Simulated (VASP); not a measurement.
Input of a VASP 6.6.1 run:

The input INCAR:

```
PREC = Accurate
ENCUT = 520
EDIFF = 1E-6
ISMEAR = 0
SIGMA = 0.1
LREAL = F
LASPH = T
NELM = 100
ALGO = Normal
ISIF = 2
LWAVE = F
LCHARG = F
GGA = PE
NBANDS = 10
```

File KPOINTS:

```
regular mesh
0
Gamma
  18 18 18
```

Contents of POSCAR:

```
Ir
1.0
    0.0000000000      1.9353281667      1.9353281667
    1.9353281667      0.0000000000      1.9353281667
    1.9353281667      1.9353281667      0.0000000000
Ir
1
Direct
    0.0000000000      0.0000000000      0.0000000000
```

Potentials or basis: VASP PAW PBE potentials, release 64 (Ir).

Command:

```console
$ cat potpaw_PBE.64/Ir/POTCAR > POTCAR
$ mpirun -np 1 vasp_std > vasp.out
```

(1) Predict the pressure.

Answers

(1) 0.5 GPa.
